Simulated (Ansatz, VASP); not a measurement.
Sr in VASP and in Ansatz

Contents of INCAR:

```
SYSTEM = Sr
PREC = Accurate
ENCUT = 520
EDIFF = 1E-7
ISMEAR = 0
SIGMA = 0.05
LREAL = .False.
LASPH = .True.
NELM = 100
ALGO = Normal
ISIF = 2
LWAVE = .False.
LCHARG = .False.
GGA = PS
NBANDS = 11
```

The input KPOINTS:

```
regular mesh
0
Gamma
  6 6 8
  0 0 0
```

Contents of POSCAR:

```
Sr
1.0
   10.3429857157      0.0000000000      0.0000000000
   -5.1714928579      8.9572883807      0.0000000000
    0.0000000000      0.0000000000      4.5596253461
Sr
1
Direct
    0.0000000000      0.0000000000      0.0000000000
```

Input for Ansatz:

```yaml
crystal:
  lattice:
    - [10.3429857157, 0.0, 0.0]
    - [-5.1714928579, 8.9572883807, 0.0]
    - [0.0, 0.0, 4.5596253461]
  atoms:
    - { symbol: Sr, position: [0.0, 0.0, 0.0] }
basis:
  ecutwfc: 420
kpoints:
  mp_grid: { grid: [6, 6, 8] }
hamiltonian:
  xc: pbesol
scf:
  occupations: { method: gaussian, width: 0.05 }
output:
  forces: true
  stress: true
  eigenvalues: true
```

Alike in both runs: task single point; functional PBEsol; k mesh 6 × 6 × 8; occupations gaussian, width 0.05 eV; no spin polarisation.

|  | VASP | Ansatz |
| --- | --- | --- |
| version | VASP 6.6.1 | Ansatz 0.2.0 |
| potentials or method | VASP PAW PBE potentials, release 64 (Sr_sv), cutoff 520 eV | scalar-relativistic, plane waves, PAW |
| valence electrons in the cell | 10 | 10 |

VASP gave:

| Item | Value |
| --- | --- |
| gap on the k mesh at the Fermi level (eV) | 0.37 |
| least direct gap on the mesh (eV) | 0.39 |
| pressure (GPa) | 0.0 |

Question: What did Ansatz give for the same quantities?

Answer: gap on the k mesh at the Fermi level (eV): 0.36; least direct gap on the mesh (eV): 0.39; pressure (GPa): 0.0.

VASP's potentials were made for PBE, not for PBEsol. The functional is the same, so the differences come from potentials, cutoffs and numerics.
